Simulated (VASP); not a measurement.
Here is a VASP 6.6.1 calculation.

File POSCAR:

```
Pt
1.0
    0.0000000000      1.9579000000      1.9579000000
    1.9579000000      0.0000000000      1.9579000000
    1.9579000000      1.9579000000      0.0000000000
Pt
1
Direct
    0.0000000000      0.0000000000      0.0000000000
```

INCAR.step1

```
SYSTEM = Pt
ALGO     = Normal         ! electronic algorithm
EDIFF    = 1E-4           ! SCF threshold, eV
ENCUT    = 600            ! plane-wave cutoff, eV
GGA      = PE             ! functional
ISMEAR   = 0              ! smearing method
LASPH    = .TRUE.         ! aspherical terms in the spheres
LCHARG   = .FALSE.        ! write CHGCAR
LREAL    = .FALSE.        ! projectors in reciprocal space
LWAVE    = .TRUE.         ! write WAVECAR
NELM     = 100            ! most SCF steps
PREC     = Accurate       ! precision mode
SIGMA    = 0.1            ! smearing width, eV
```

Contents of INCAR.step2:

```
SYSTEM = Pt
ALGO     = Normal         ! electronic algorithm
EDIFF    = 1E-6           ! SCF threshold, eV
EDIFFG   = -0.005         ! ionic threshold
ENCUT    = 600            ! plane-wave cutoff, eV
IBRION   = 2              ! ionic algorithm
ISIF     = 3              ! what is computed and relaxed
ISMEAR   = 0              ! smearing method
ISTART   = 1            
LASPH    = .TRUE.         ! aspherical terms in the spheres
LCHARG   = .FALSE.        ! write CHGCAR
LMIXTAU  = .TRUE.       
LREAL    = .FALSE.        ! projectors in reciprocal space
LWAVE    = .FALSE.        ! write WAVECAR
METAGGA  = R2SCAN         ! meta-GGA
NELM     = 100            ! most SCF steps
NSW      = 100            ! ionic steps
PREC     = Accurate       ! precision mode
SIGMA    = 0.1            ! smearing width, eV
```

File KPOINTS:

```
k-points
0
G
  18 18 18
  0 0 0
```

Potentials or basis: VASP PAW PBE potentials, release 64 (Pt).

The run is started by

```console
$ cat potpaw_PBE.64/Pt/POTCAR > POTCAR
$ cp INCAR.step1 INCAR
$ mpirun -np 1 vasp_std > vasp.out
$ cp INCAR.step2 INCAR
$ mpirun -np 1 vasp_std > vasp.out
```

Question: What does it give for the space group after relaxing (to 0.05 Å)?

Answer: Fm-3m (No. 225).

Question: Estimate the relaxed cell.

Answer: a = 2.789 Å, b = 2.789 Å, c = 2.789 Å, α = 60.00°, β = 60.00°, γ = 60.00°.

Question: Predict the relaxed volume.

Answer: 15.34 Å³/atom.

Question: Estimate the band gap on the k mesh.

Answer: Zero (band 5 reaches 11.20 eV, above the bottom of band 6 at 8.89 eV).

Final structure:
```cif
data_structure
_symmetry_space_group_name_H-M 'P 1'
_symmetry_Int_Tables_number 1
_cell_length_a 2.7888
_cell_length_b 2.7888
_cell_length_c 2.7888
_cell_angle_alpha 60.000
_cell_angle_beta 60.000
_cell_angle_gamma 60.000
_cell_volume 15.34
loop_
_atom_site_label
_atom_site_type_symbol
_atom_site_fract_x
_atom_site_fract_y
_atom_site_fract_z
_atom_site_occupancy
Pt1 Pt 0.00000 0.00000 0.00000 1
```

Caveat: the PAW data sets were made with another functional, which shifts forces and pressure a little; spin-orbit coupling is left out, which moves the levels of the heavy elements. Zero-point motion and thermal expansion aren't in these numbers.
